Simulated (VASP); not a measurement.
Write the native input for VASP 6.6.1 that does the following.

```
Task                   : single point
Functional             : PBE
Dispersion             : D3(BJ)
Potentials or basis    : VASP PAW PBE potentials, release 64 (C)
Cutoff                 : 520 eV
k mesh                 : 18 × 18 × 6
Occupations            : gaussian, width 0.1 eV
Spin                   : no spin polarisation
Dipole correction      : no
Further INCAR settings : ALGO = Normal; EDIFF = 1e-06; NBANDS = 16
```

The structure of C lies in POSCAR:

```
C
1.0
    1.2327689976     -2.1341461203      0.0000000000
    1.2327689976      2.1341461203      0.0000000000
    0.0000000000      0.0000000000      6.7989837827
C
4
Direct
    0.0833101793      0.9166898207      0.7499969859
    0.5833101793      0.4166898207      0.2500030141
    0.9166898207      0.0833101793      0.2500030141
    0.4166898207      0.5833101793      0.7499969859
```

One way to write it, as run:

INCAR

```
SYSTEM = C
  PREC = Accurate
  ENCUT = 520
  EDIFF = 1E-6
  ISMEAR = 0
  SIGMA = 0.1
  LREAL = .False.
  LASPH = .True.
  NELM = 60
  ALGO = Normal
  ISIF = 2
  LWAVE = .False.
  LCHARG = .True.
  GGA = PE
  IVDW = 12
  LELF = .True.
  LVHAR = .True.
  NBANDS = 16
```

KPOINTS

```
regular mesh
0
Gamma
  18 18 6
  0 0 0
```

Potentials or basis: VASP PAW PBE potentials, release 64 (C).

The run is started by

```bash
$ cat potpaw_PBE.64/C/POTCAR > POTCAR
$ mpirun -np 1 vasp_std > vasp.out
```

Results of the run:

| Quantity | Value |
| --- | --- |
| Pressure | 0.4 GPa |
| Band gap on the k mesh | zero (filled and empty bands touch) |
| Dispersion energy per atom | -0.154 eV |

Wall time 68 s on 1 thread of Intel(R) Xeon(R) 6975P-C (Granite Rapids) (shared host), peak memory 0.26 GiB.
